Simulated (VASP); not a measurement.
The system is ZnO (zincite).

```
CELL_PARAMETERS angstrom
3.29207 0.00000 0.00000
-1.64603 2.85101 0.00000
0.00000 0.00000 5.27421
ATOMIC_POSITIONS crystal
Zn 0.66667 0.33333 0.00000
Zn 0.33333 0.66667 0.50000
O 0.33333 0.66667 0.87901
O 0.66667 0.33333 0.37901
```

Base run:

* Program: VASP 6.6.1
* Functional: BLYP
* Dispersion: D3(BJ)
* Potentials or basis: VASP PAW PBE potentials, release 64 (Zn, O)
* Cutoff: 520 eV
* k mesh: 9 × 9 × 5
* Occupations: fermi-dirac, width 0.05 eV
* Spin: no spin polarisation

Its results: band gap on the k mesh 0.89 eV, direct; pressure -1.6 GPa; largest force 0.053 eV/Å.

**Question.** After a change of settings the same cell gave: band gap on the k mesh 0.63 eV, direct; pressure -8.0 GPa; largest force 0.053 eV/Å. Which change was it?
A. functional from BLYP to RPBE; further incar settings from ALGO = Normal; EDIFF = 1e-06; NBANDS = 26 to ALGO = Normal; EDIFF = 1e-07; NBANDS = 26
B. functional from BLYP to PBEsol
C. functional from BLYP to r2SCAN; dispersion from D3(BJ) to rVV10
D. functional from BLYP to revPBE; dispersion from D3(BJ) to D4

**Answer.** B.

PBEsol binds more tightly than BLYP, so the same cell stands under less pressure.

Caveats: the PAW data sets were made with another functional, which shifts forces and pressure a little.
